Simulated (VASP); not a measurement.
# SnO (P4/nmm) in VASP: a series of runs, part 2 of 2

VASP 6.6.1. Earlier steps stand in the parts before.

## 5. Relaxation of cell and atoms, PBE

This run uses another cell than the first one, of 17.77 Å³/atom.

Contents of INCAR:

```
  ALGO = Normal
  EDIFF = 1E-6
  EDIFFG = -0.005
  ENCUT = 600
  GGA = PE
  IBRION = 2
  ISIF = 3
  ISMEAR = 0
  LASPH = T
  LCHARG = F
  LREAL = F
  LUSENCCL = F
  LWAVE = F
  NELM = 60
  NSW = 100
  PREC = Accurate
  SIGMA = 0.01
```

Contents of KPOINTS:

```
k-points
0
Gamma
  10 10 8
```

Contents of POSCAR:

```
SnO
1.0
    3.8136952200      0.0000000000      0.0000000000
    0.0000000000      3.8136952200      0.0000000000
    0.0000000000      0.0000000000      4.8869133000
Sn O
2 2
Direct
    0.0000000000      0.5000000000      0.2353738600
    0.5000000000      0.0000000000      0.7646261400
    0.5000000000      0.5000000000      0.0000000000
    0.0000000000      0.0000000000      0.0000000000
```

Run with:

```
$ cat potpaw_PBE.64/Sn_d/POTCAR potpaw_PBE.64/O/POTCAR > POTCAR
$ mpirun -np 1 vasp_std > vasp.out
```

It took 8.7 min on 1 × NVIDIA H100 80GB with 1 thread of AMD EPYC 7R13 (Zen 3), shared host; peak memory 1.4 GiB.

The run converged. Its results:

| Quantity | Value |
| --- | --- |
| Free energy | -22.7256 eV |
| Relaxed volume | 18.82 Å³/atom |
| Relaxed cell | a = 3.868 Å, b = 3.868 Å, c = 5.032 Å, α = 90.00°, β = 90.00°, γ = 90.00° |
| Space group after relaxing (to 0.1 Å) | P4/nmm (No. 129) |
| Energy gained by relaxing | 8.9 meV/atom |
| Ionic steps | 16 |
| Pressure after relaxing | 0.0 GPa |
| Band gap on the k mesh | 0.44 eV (least direct gap 1.93 eV) |

Forces on the atoms (eV/Å):
```
Sn   0.000  0.000  0.003
Sn   0.000  0.000 -0.003
O    0.000  0.000  0.000
O    0.000  0.000  0.000
```

The path:
| step | energy change (eV) | largest force (eV/Å) | pressure (GPa) | volume (Å³) |
| --- | --- | --- | --- | --- |
| 1 | 0.0000 | 0.4529 | 3.77 | 71.08 |
| 2 | -0.0037 | 0.6830 | -2.72 | 75.46 |
| 3 | -0.0303 | 0.1573 | 0.19 | 73.28 |
| 4 | -0.0303 | 0.1453 | 0.28 | 73.24 |
| 5 | -0.0323 | 0.0834 | 0.20 | 73.57 |
| 6 | -0.0332 | 0.0162 | 0.12 | 73.94 |
| 7 | -0.0332 | 0.0084 | 0.11 | 73.99 |
| 8 | -0.0338 | 0.0273 | -0.03 | 74.23 |
| 9 | -0.0342 | 0.0462 | -0.16 | 74.48 |
| 10 | -0.0346 | 0.0842 | -0.40 | 74.99 |
| 11 | -0.0348 | 0.0733 | -0.35 | 75.02 |
| 12 | -0.0354 | 0.0413 | -0.16 | 75.12 |
| 13 | -0.0356 | 0.0242 | 0.13 | 75.31 |
| 14 | -0.0357 | 0.0055 | 0.03 | 75.26 |
| 15 | -0.0357 | 0.0033 | 0.05 | 75.25 |
| 16 | -0.0357 | 0.0028 | 0.03 | 75.28 |

Final structure:
```yaml
crystal:
  lattice:
    - [3.86787, 0.00000, 0.00000]
    - [0.00000, 3.86787, 0.00000]
    - [0.00000, 0.00000, 5.03184]
  atoms:
    - { symbol: Sn, position: [0.00000, 0.50000, 0.23099] }
    - { symbol: Sn, position: [0.50000, 0.00000, 0.76901] }
    - { symbol: O, position: [0.50000, 0.50000, 0.00000] }
    - { symbol: O, position: [0.00000, 0.00000, 0.00000] }
```

Levels at points of the mesh, in eV from the valence-band top:
```csv
k point,band 18,band 19,band 20,band 21,band 22,band 23
"(0.00, 0.00, 0.00)",-2.87,-2.87,0.00,1.93,4.15,4.85
"(0.50, 0.00, 0.00)",-4.46,-2.37,-2.37,3.06,3.06,5.73
"(0.50, 0.50, 0.00)",-2.24,-1.76,-1.76,0.44,0.44,4.55
"(0.00, 0.00, 0.50)",-2.89,-2.89,-1.95,1.73,3.24,3.24
"(0.50, 0.00, 0.50)",-4.44,-1.55,-1.55,2.49,2.49,5.51
"(0.50, 0.50, 0.50)",-2.39,-2.24,-2.24,2.57,2.57,3.79
```

Caveat: semilocal functionals underestimate gaps, and a narrow one can read as zero; spin-orbit coupling is left out, which moves the levels of the heavy elements. A k mesh can miss the band edges.

## 6. Relaxation of cell and atoms, PBE, target pressure 1 GPa, at which the enthalpy is minimised

This run uses another cell than the first one, of 18.77 Å³/atom.

Contents of INCAR:

```
SYSTEM = SnO
ALGO = Normal
EDIFF = 1E-7
EDIFFG = -0.008
ENCUT = 600
GGA = PE
GGA_COMPAT = .False.
IBRION = 2
ISIF = 3
ISMEAR = 0
LASPH = .True.
LCHARG = .False.
LREAL = .False.
LWAVE = .False.
NELM = 120
NELMIN = 4
NSW = 70
PREC = Accurate
PSTRESS = 10.0
SIGMA = 0.02
```

Contents of KPOINTS:

```
k-points
0
Gamma
  10 10 8
  0 0 0
```

Contents of POSCAR:

```
SnO
1.0
    3.8557635473      0.0000000000      0.0000000000
    0.0000000000      3.8557635473      0.0000000000
    0.0000000000      0.0000000000      5.0498699662
Sn O
2 2
Direct
    0.0000000000      0.5000000000      0.2287756820
    0.5000000000      0.0000000000      0.7712243180
    0.5000000000      0.5000000000      0.0000000000
    0.0000000000      0.0000000000      0.0000000000
```

Potentials or basis: VASP PAW PBE potentials, release 64 (Sn_d, O).

Run with:

```
$ cat potpaw_PBE.64/Sn_d/POTCAR potpaw_PBE.64/O/POTCAR > POTCAR
$ mpirun -np 1 vasp_std > vasp.out
```

It took 10 min on 1 thread of Intel Xeon 6975P-C (Granite Rapids), shared host; peak memory 0.34 GiB.

Results (log left out):

* Free energy: -22.7214 eV
* Relaxed volume: 18.07 Å³/atom
* Relaxed cell: a = 3.853 Å, b = 3.853 Å, c = 4.870 Å, α = 90.00°, β = 90.00°, γ = 90.00°
* Space group after relaxing (to 0.1 Å): P4/nmm (No. 129)
* Energy change on relaxing (the run minimises the enthalpy): +1.4 meV/atom
* Ionic steps: 13
* Pressure after relaxing: 1.0 GPa
* Largest force after relaxing: 0.003 eV/Å
* Band gap on the k mesh: 0.18 eV (least direct gap 2.00 eV)

Forces in eV/Å, atoms in the order of the input:
```
Sn   0.000  0.000 -0.003
Sn   0.000  0.000  0.003
O    0.000  0.000  0.000
O    0.000  0.000  0.000
```

The path:
| step | energy change (eV) | largest force (eV/Å) | pressure (GPa) | volume (Å³) |
| --- | --- | --- | --- | --- |
| 1 | 0.0000 | 0.2050 | 0.96 | 75.08 |
| 2 | -0.0022 | 0.0405 | 0.44 | 75.02 |
| 3 | -0.0023 | 0.0198 | 0.26 | 75.00 |
| 4 | -0.0015 | 0.0179 | 0.46 | 74.58 |
| 5 | 0.0028 | 0.0143 | 1.02 | 73.49 |
| 6 | 0.0045 | 0.0138 | 1.18 | 73.18 |
| 7 | 0.0043 | 0.0095 | 1.16 | 72.96 |
| 8 | 0.0058 | 0.0043 | 1.13 | 72.31 |
| 9 | 0.0067 | 0.0066 | 1.12 | 72.16 |
| 10 | 0.0065 | 0.0067 | 1.13 | 72.18 |
| 11 | 0.0053 | 0.0296 | 0.87 | 72.38 |
| 12 | 0.0059 | 0.0107 | 1.00 | 72.28 |
| 13 | 0.0057 | 0.0030 | 1.00 | 72.30 |

Final structure:
```
CELL_PARAMETERS angstrom
3.85283 0.00000 0.00000
0.00000 3.85283 0.00000
0.00000 0.00000 4.87047
ATOMIC_POSITIONS crystal
Sn 0.00000 0.50000 0.23850
Sn 0.50000 0.00000 0.76150
O 0.50000 0.50000 0.00000
O 0.00000 0.00000 0.00000
```

Levels at points of the mesh, in eV from the valence-band top:
| k point | band 17 | band 18 | band 19 | band 20 | band 21 | band 22 | band 23 | band 24 |
| --- | --- | --- | --- | --- | --- | --- | --- | --- |
| (0.00, 0.00, 0.00) | -3.25 | -2.96 | -2.96 | 0.00 | 2.06 | 4.46 | 4.65 | 4.65 |
| (0.50, 0.00, 0.00) | -4.58 | -4.58 | -2.54 | -2.54 | 3.18 | 3.18 | 5.83 | 5.83 |
| (0.50, 0.50, 0.00) | -2.32 | -2.32 | -1.82 | -1.82 | 0.18 | 0.18 | 4.54 | 4.54 |
| (0.00, 0.00, 0.50) | -3.17 | -2.98 | -2.98 | -2.02 | 1.73 | 3.00 | 3.00 | 3.65 |
| (0.50, 0.00, 0.50) | -4.54 | -4.54 | -1.62 | -1.62 | 2.60 | 2.60 | 5.37 | 5.37 |
| (0.50, 0.50, 0.50) | -2.59 | -2.59 | -2.32 | -2.32 | 2.43 | 2.43 | 4.04 | 4.04 |

Caveat: the cell is relaxed towards a set pressure, so the run minimises the enthalpy, not the energy; semilocal functionals underestimate gaps, and a narrow one can read as zero; spin-orbit coupling is left out, which moves the levels of the heavy elements. A k mesh can miss the band edges.

## 7. Overview

| task | cell | cutoff (eV) | smearing | gap on the mesh (eV) | pressure (GPa) | largest force (eV/Å) |
| --- | --- | --- | --- | --- | --- | --- |
| single point | a = 4.100, b = 4.100, c = 4.859 Å, 4 atoms, atomic positions A | 520 | gaussian 0.01 eV | 1.15 | -4.6 | 0.06 |
| single point | a = 4.100, b = 4.100, c = 4.884 Å, 4 atoms, atomic positions B | 520 | gaussian 0.01 eV | 1.10 | -5.4 | 0.19 |
| relaxation of cell and atoms | relaxed from a = 3.814, b = 3.814, c = 4.887 Å, 4 atoms, atomic positions C | 600 | gaussian 0.01 eV | 0.44 | 0.0 | - |
| relaxation of cell and atoms | relaxed to 1 GPa from a = 3.856, b = 3.856, c = 5.050 Å, 4 atoms, atomic positions D | 600 | gaussian 0.02 eV | 0.18 | 1.0 | - |

Alike in all rows: level PBE; potentials or basis VASP PAW PBE potentials, release 64 (Sn_d, O); no spin polarisation; k mesh 10 × 10 × 8.

Caveats: spin-orbit coupling is left out, which moves the levels of the heavy elements; semilocal functionals underestimate gaps, and a narrow one can read as zero (at least some runs); the stress differs along the axes, from -7 to 0 GPa (at least some runs); the stress differs along the axes, from -8 to -1 GPa (at least some runs); the cell is relaxed towards a set pressure, so the run minimises the enthalpy, not the energy (at least some runs).

Absolute energies hang on the potentials; compare differences alone.
